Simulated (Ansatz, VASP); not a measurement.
**Two plane-wave programs on YZr3**

```xyz
8
Lattice="6.6395 0.0000 0.0000 -3.3198 5.7500 0.0000 0.0000 0.0000 5.2601" Properties=species:S:1:pos:R:3 pbc="T T T"
Y     0.0000    3.8333    1.3150
Y     3.3198    1.9167    3.9451
Zr    3.3198    3.9017    1.3150
Zr   -1.7191    4.8258    3.9451
Zr    1.6007    0.9242    1.3150
Zr    0.0000    1.8483    3.9451
Zr    5.0389    0.9242    1.3150
Zr    1.7191    4.8258    3.9451
```

Alike in both runs: functional PBE; k mesh 3 × 3 × 4; occupations gaussian, width 0.1 eV; no spin polarisation.

Ansatz relaxed the structure, and its values are those at the end. VASP's run is a single point on that final structure, the one shown.

|  | VASP | Ansatz |
| --- | --- | --- |
| version | VASP 6.6.1 | Ansatz 0.2.0 |
| potentials or method | VASP PAW PBE potentials, release 64 (Y_sv, Zr_sv), cutoff 520 eV | scalar-relativistic, plane waves, PAW |
| valence electrons in the cell | 94 | 94 |

|  | VASP | Ansatz | Ansatz less VASP |
| --- | --- | --- | --- |
| gap on the k mesh at the Fermi level (eV) | none | none | - |
| pressure (GPa) | -0.1 | 0.0 | +0.06 |
| rms of the force components (eV/Å) | 0.011 | 0.013 | +0.0019 |

A gap of «none» marks a metal or a gap that the smearing closes. With one functional, cell and mesh, what is left measures potentials, basis and numerics.

The k mesh is coarse, so the values compare programs but aren't converged.
